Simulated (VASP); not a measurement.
# B2Pt (P6_3mc) in VASP: a series of runs, part 2 of 2

VASP 6.6.1. The steps go on from the part before.

**3. Relaxation of cell and atoms, PBE+D3(BJ)**

This run uses another cell than the first one, of 13.52 Å³/atom.

INCAR

```
SYSTEM = B2Pt
PREC = Accurate
ENCUT = 600
EDIFF = 1E-7
ISMEAR = 0
SIGMA = 0.1
LREAL = .False.
LASPH = .True.
NELM = 60
ALGO = Normal
ISIF = 3
LWAVE = .False.
LCHARG = .False.
GGA = PE
IVDW = 12
IBRION = 2
NSW = 90
EDIFFG = -0.04
```

KPOINTS

```
regular mesh
0
Gamma
  6 6 2
  0 0 0
```

POSCAR

```
B2Pt
1.0
    2.9501606000      0.0000000000      0.0000000000
   -1.4750803000      2.5549140200      0.0000000000
    0.0000000000      0.0000000000     10.7623463000
B Pt
4 2
Direct
    0.3333333300      0.6666666700      0.0000000000
    0.0000000000      0.0000000000      0.2156753800
    0.0000000000      0.0000000000      0.7156753800
    0.6666666700      0.3333333300      0.5000000000
    0.6666666700      0.3333333300      0.1078376900
    0.3333333300      0.6666666700      0.6078376900
```

Potentials or basis: VASP PAW PBE potentials, release 64 (B, Pt).

Launch:

```bash
> cat potpaw_PBE.64/B/POTCAR potpaw_PBE.64/Pt/POTCAR > POTCAR
> mpirun -np 1 vasp_std > vasp.out
```

Run time: 13 min. Hardware: 1 thread of Intel Xeon 8259CL, shared host; peak memory 0.25 GiB.

It converged, with:

```yaml
Free_energy: -37.7099 eV
Relaxed_volume: 11.09 Å³/atom
Relaxed_cell: a = 3.654 Å, b = 3.654 Å, c = 5.753 Å, α = 90.00°, β = 90.00°, γ = 120.00°
Space_group_after_relaxing_to_0.1_Å: P6_3mc (No. 186)
Energy_gained_by_relaxing: 1096.5 meV/atom
Ionic_steps: 31
Pressure_after_relaxing: -0.2 GPa
Largest_force_after_relaxing: 0.031 eV/Å
Band_gap_on_the_k_mesh: zero (bands 16 and 17 overlap by 2.84 eV)
Dispersion_energy_per_atom: -0.351 eV
```

Forces in eV/Å, atoms in the order of the input:
```
B    0.000  0.000  0.031
B    0.000  0.000 -0.002
B    0.000  0.000 -0.002
B    0.000  0.000  0.031
Pt   0.000  0.000 -0.029
Pt   0.000  0.000 -0.029
```

Stress tensor (GPa, compression positive):
```
-0.27  0.00  0.00
 0.00 -0.27  0.00
 0.00  0.00 -0.16
```

Step by step:
```csv
step,energy change (eV),largest force (eV/Å),pressure (GPa),volume (Å³)
1,0.0000,2.2253,25.15,81.12
2,0.3849,1.7963,-17.98,108.39
3,-1.0102,0.4047,-3.30,91.73
4,-1.0121,0.3385,-2.61,91.35
5,-1.4488,0.4520,-3.57,90.51
6,-2.0783,0.5663,-5.43,88.86
7,-3.3862,0.8682,-10.11,83.78
8,-4.8063,1.9412,-7.54,65.73
9,-4.5967,1.9851,-15.16,72.83
10,-4.8332,2.0438,-11.98,70.77
11,-5.1551,1.8110,-5.45,66.48
12,-3.3761,7.4748,39.35,57.58
13,-5.1140,1.8390,-4.42,65.83
14,-4.9315,2.4924,9.52,61.75
15,-5.1287,1.8493,-2.26,64.92
16,-5.1293,1.8377,-0.26,64.23
17,-5.2592,1.7942,0.98,64.03
18,-5.6118,1.6237,5.00,63.42
19,-6.0972,1.0314,15.11,62.18
20,-5.9635,0.2545,30.07,59.68
21,-6.2002,0.5458,21.74,61.05
22,-6.3187,0.4516,17.86,61.82
23,-6.5165,0.2910,7.18,64.17
24,-6.5314,0.3356,3.67,65.03
25,-6.5409,0.3226,3.25,65.18
26,-6.5633,0.2435,2.05,65.62
27,-6.5780,0.0526,-0.02,66.50
28,-6.5784,0.0531,0.33,66.36
29,-6.5784,0.0507,0.27,66.39
30,-6.5786,0.0439,0.09,66.44
31,-6.5788,0.0311,-0.24,66.53
```

Final structure:
```
B Pt
1.0
     3.65426    0.00000    0.00000
    -1.82713    3.16468    0.00000
     0.00000    0.00000    5.75264
B Pt
4 2
Direct
  0.33333 0.66667 0.03702
  0.00000 0.00000 0.13366
  0.00000 0.00000 0.63366
  0.66667 0.33333 0.53702
  0.66667 0.33333 0.15282
  0.33333 0.66667 0.65282
```

Levels at points of the mesh, in eV from the Fermi level:
```
           k point  band 13  band 14  band 15  band 16  band 17  band 18  band 19  band 20
(0.00, 0.00, 0.00)    -3.03     0.35     1.69     1.69     1.72     2.24     3.20     3.94
(0.50, 0.00, 0.00)    -4.32    -3.75    -3.02    -1.52    -1.15     0.28     2.58     4.09
(0.00, 0.00, 0.50)    -0.56    -0.56     0.89     0.89     2.57     2.57     2.57     2.57
(0.50, 0.00, 0.50)    -3.80    -3.80    -2.06    -2.06     0.35     0.35     2.56     2.56
```

Caveat: the k points lie up to 0.55 Å⁻¹ apart in the final cell, too coarse for converged energies and pressures of a metal; the volume moved by over 15 % at a fixed basis, so the end points are rough; spin-orbit coupling is left out, which moves the levels of the heavy elements.

**4. Relaxation of cell and atoms, PBE+D3(BJ)**

This run uses another cell than the first one, of 9.60 Å³/atom.

INCAR

```
PREC     = Accurate       # precision mode
ENCUT    = 600            # plane-wave cutoff, eV
EDIFF    = 1E-7           # SCF threshold, eV
ISMEAR   = 0              # smearing method
SIGMA    = 0.1            # smearing width, eV
LREAL    = False          # projectors in reciprocal space
LASPH    = True           # aspherical terms in the spheres
NELM     = 100            # most SCF steps
ALGO     = Normal         # electronic algorithm
ISIF     = 3              # what is computed and relaxed
LWAVE    = False          # write WAVECAR
LCHARG   = False          # write CHGCAR
GGA      = PE             # functional
IVDW     = 12             # dispersion correction
IBRION   = 2              # ionic algorithm
NSW      = 90             # ionic steps
EDIFFG   = -0.04          # ionic threshold
```

KPOINTS

```
regular mesh
0
Gamma
  6 6 4
```

POSCAR

```
B2Pt
1.0
    3.0382060631      0.0000000000      0.0000000000
   -1.5191030315      2.6311636326      0.0000000000
    0.0000000000      0.0000000000      7.2033922905
B Pt
4 2
Direct
    0.3333333333      0.6666666667      0.8910975087
    0.0000000000      0.0000000000      0.3362334615
    0.0000000000      0.0000000000      0.8362334615
    0.6666666667      0.3333333333      0.3910975087
    0.6666666667      0.3333333333      0.0961820998
    0.3333333333      0.6666666667      0.5961820998
```

Potentials or basis: VASP PAW PBE potentials, release 64 (B, Pt).

Launch:

```bash
> cat potpaw_PBE.64/B/POTCAR potpaw_PBE.64/Pt/POTCAR > POTCAR
> mpirun -np 1 vasp_std > vasp.out
```

OUTCAR:

```text
PREC = Accurate
   ENCUT = 600
   EDIFF = 1E-7
   ISMEAR = 0
   LREAL = False
   LASPH = True
   NELM = 100
   ISIF = 3
   GGA = PE
   IVDW = 12
   IBRION = 2
   NSW = 90
   EDIFFG = -0.04
 IVDW          = 12

 ion  position               nearest neighbor table
   1  0.333  0.667  0.891-   3 1.80   3 1.80   3 1.80   6 2.12   5 2.29   5 2.29   5 2.29
   2  0.000  0.000  0.336-   4 1.80   4 1.80   4 1.80   5 2.46   5 2.46   5 2.46   6 2.57   6 2.57
                             6 2.57
   3  0.000  0.000  0.836-   1 1.80   1 1.80   1 1.80   6 2.46   6 2.46   6 2.46   5 2.57   5 2.57
                             5 2.57
   4  0.667  0.333  0.391-   2 1.80   2 1.80   2 1.80   5 2.12   6 2.29   6 2.29   6 2.29
   5  0.667  0.333  0.096-   4 2.12   1 2.29   1 2.29   1 2.29   2 2.46   2 2.46   2 2.46   3 2.57
                             3 2.57   3 2.57
   6  0.333  0.667  0.596-   1 2.12   4 2.29   4 2.29   4 2.29   3 2.46   3 2.46   3 2.46   2 2.57
                             2 2.57   2 2.57

  LATTYP: Found a hexagonal cell.
 ALAT       =     3.0382060631
 C/A-ratio  =     2.3709360527

  Lattice vectors:

 A1 = (   3.0382060631,   0.0000000000,   0.0000000000)
 A2 = (  -1.5191030315,   2.6311636326,   0.0000000000)
 A3 = (   0.0000000000,   0.0000000000,   7.2033922905)

Analysis of symmetry for initial positions (statically):
=====================================================================
 Subroutine PRICEL returns:
 Original cell was already a primitive cell.

 Routine SETGRP: Setting up the symmetry group for a
 hexagonal supercell.

 Subroutine GETGRP returns: Found 12 space group operations
 (whereof  6 operations were pure point group operations)
 out of a pool of 24 trial point group operations.

The static configuration has the point symmetry C_3v.
 The point group associated with its full space group is C_6v.

Analysis of symmetry for dynamics (positions and initial velocities):
=====================================================================
 Subroutine PRICEL returns:
 Original cell was already a primitive cell.

 Routine SETGRP: Setting up the symmetry group for a
 hexagonal supercell.
[... 106 lines left out ...]
   LSORBIT =      F    spin-orbit coupling
   LASPH  =      T    aspherical Exc in radial PAW
   ENCUT  =  600.0 eV  44.10 Ry    6.64 a.u.   6.07  6.07 14.39*2*pi/ulx,y,z
   NELM   =    100;   NELMIN=  2; NELMDL= -5     # of ELM steps
   EDIFF  = 0.1E-06   stopping-criterion for ELM
   LREAL  =      F    real-space projection
   EDIFFG = -.4E-01   stopping-criterion for IOM
   NSW    =     90    number of steps for IOM
   IBRION =      2    ionic relax: 0-MD 1-quasi-New 2-CG
   NFREE  =      1    steps in history (QN), initial steepest desc. (CG)
   ISIF   =      3    stress and relaxation
   ISYM   =      2    0-nonsym 1-usesym 2-fastsym
   POTIM  = 0.5000    time-step for ionic-motion
   TEBEG  =    0.0;   TEEND  =   0.0 temperature during run
   PSTRESS=    0.0 pullay stress
   NELECT =      32.0000    total number of electrons
   NUPDOWN=      -1.0000    fix difference up-down
   EMIN   =  10.00;   EMAX   =-10.00  energy-range for DOS
   EFERMI =   0.00;   METHOD = LEGACY
   ISMEAR =     0;   SIGMA  =   0.10  broadening in eV -4-tet -1-fermi 0-gaus
   EFERMI_NEDOS =   21; number of points for ismear=-14 and -15
   IALGO  =     38    algorithm
   IMIX   =      4    mixing-type and parameters
     AMIX     =   0.40;   BMIX     =  1.00
     AMIX_MAG =   1.60;   BMIX_MAG =  1.00
  volume/ion in A,a.u.               =       9.60        64.77
  Fermi-wavevector in a.u.,A,eV,Ry     =   1.345935  2.543448 24.647514  1.811541
  Thomas-Fermi vector in A             =   2.473808
   LORBIT       =      0    0 simple, 1 ext, 2 COOP (PROOUT), +10 PAW based schemes
   GGA     = PE    functional components
   LHFCALC =     F    Hartree Fock is set to
   AEXX    =    0.0000 exact exchange contribution
   IVDW    =    12    specifies the selected vdW correction
   LEPSILON=     F    determine dielectric tensor
   LRPA    =     F    only Hartree local field effects (RPA)
 conjugate gradient relaxation of ions
 non-spin polarized calculation
 Gauss-broadening in eV      SIGMA  =   0.10
  energy-cutoff  :      600.00
  volume of cell :       57.58
 maximum number of plane-waves:      1944
   NGX = 13   NGY = 13   NGZ = 29

--------------------------------------- Ionic step        1  -------------------------------------------

 number of electron      32.0000000 magnetization

 Free energy of the ion-electron system (eV)
  ---------------------------------------------------
  ext. energy  EPLUGINS =         0.00000000
  ---------------------------------------------------
  free energy    TOTEN  =       -37.22744335 eV

  energy without entropy =      -37.21181005  energy(sigma->0) =      -37.21962670

------------------------ aborting loop because EDIFF is reached ----------------------------------------

 Edisp (eV)   -2.41602

 E8    (eV) :    -0.9832
[... 79 lines left out ...]
--------------------------------------- Ionic step        3  -------------------------------------------

 number of electron      32.0000000 magnetization

 Free energy of the ion-electron system (eV)
  ---------------------------------------------------
  ext. energy  EPLUGINS =         0.00000000
  ---------------------------------------------------
  free energy    TOTEN  =       -37.21752854 eV

  energy without entropy =      -37.20239099  energy(sigma->0) =      -37.20995976

 E-fermi :   9.8931     XC(G=0): -12.8437

 val. band max:        9.8734932120   @ k =   0.3333  -0.0000   0.5000
 cond. band min:       9.9510317115   @ k =   0.1667  -0.0000   0.5000
 fundamental gap:      0.0775384994
 Fermi energy:         9.8930839229

 k-point     1 :       0.0000    0.0000    0.0000
  band No.  band energies     occupation
      1      -4.5297      2.00000
      2      -2.5806      2.00000
      3       0.0563      2.00000
      4       2.8486      2.00000
      5       4.8734      2.00000
      6       4.8734      2.00000
[... 509 lines left out ...]
  FREE ENERGIE OF THE ION-ELECTRON SYSTEM (eV)
  ---------------------------------------------------
  free  energy   TOTEN  =       -39.6453465006 eV

  energy  without entropy=      -39.6302089443  energy(sigma->0) =      -39.63777772

 reached required accuracy - stopping structural energy minimisation
```

Run time: 68 s. Hardware: 1 thread of Intel Xeon 8259CL, shared host; peak memory 0.21 GiB.

What came out:

- Free energy: -39.6453 eV
- Relaxed volume: 9.55 Å³/atom
- Relaxed cell: a = 3.036 Å, b = 3.036 Å, c = 7.181 Å, α = 90.00°, β = 90.00°, γ = 120.00°
- Space group after relaxing (to 0.1 Å): P6_3mc (No. 186)
- Energy gained by relaxing: 0.3 meV/atom
- Ionic steps: 3
- Pressure after relaxing: 0.2 GPa
- Largest force after relaxing: 0.012 eV/Å
- Band gap on the k mesh: zero (bands 16 and 17 overlap by 0.91 eV)
- Dispersion energy per atom: -0.405 eV

Forces on the atoms (eV/Å):
```
B    0.000  0.000 -0.012
B    0.000  0.000  0.009
B    0.000  0.000  0.009
B    0.000  0.000 -0.012
Pt   0.000  0.000  0.003
Pt   0.000  0.000  0.003
```

The path:
```
step  energy change (eV)  largest force (eV/Å)  pressure (GPa)  volume (Å³)
   1              0.0000                0.1069           -1.15        57.58
   2              0.0004                0.1008            1.63        57.01
   3             -0.0019                0.0123            0.16        57.31
```

Final structure:
```
B Pt
1.0
     3.03554    0.00000    0.00000
    -1.51777    2.62886    0.00000
     0.00000    0.00000    7.18145
B Pt
4 2
Direct
  0.33333 0.66667 0.89076
  0.00000 0.00000 0.33628
  0.00000 0.00000 0.83628
  0.66667 0.33333 0.39076
  0.66667 0.33333 0.09648
  0.33333 0.66667 0.59648
```

Caveat: the k points lie up to 0.40 Å⁻¹ apart in the final cell, too coarse for converged energies and pressures of a metal; spin-orbit coupling is left out, which moves the levels of the heavy elements.

**5. The runs side by side**

```tsv
task	cell	k mesh	cutoff (eV)	gap on the mesh (eV)	pressure (GPa)	relaxed volume (Å³/atom)	largest force (eV/Å)
single point	a = 3.038, b = 3.038, c = 7.178 Å, angles 90.0, 90.0, 120.0°, 6 atoms, atomic positions A	6 × 6 × 4	520	none	-0.1	-	0.01
relaxation of cell and atoms	relaxed from a = 2.950, b = 2.950, c = 10.762 Å, angles 90.0, 90.0, 120.0°, 6 atoms, atomic positions B	6 × 6 × 2	600	none	-0.2	11.09	0.03
relaxation of cell and atoms	relaxed from a = 3.038, b = 3.038, c = 7.203 Å, angles 90.0, 90.0, 120.0°, 6 atoms, atomic positions A	6 × 6 × 4	600	none	0.2	9.55	0.01
```

Alike in all rows: level PBE+D3(BJ); potentials or basis VASP PAW PBE potentials, release 64 (B, Pt); no spin polarisation; smearing gaussian 0.1 eV.

Caveats: all runs use coarse meshes; spin-orbit coupling is left out, which moves the levels of the heavy elements; the volume moved by over 15 % at a fixed basis, so the end points are rough (at least some runs).

Total energies depend on the potentials used, so only differences within one code and one set of settings carry meaning.
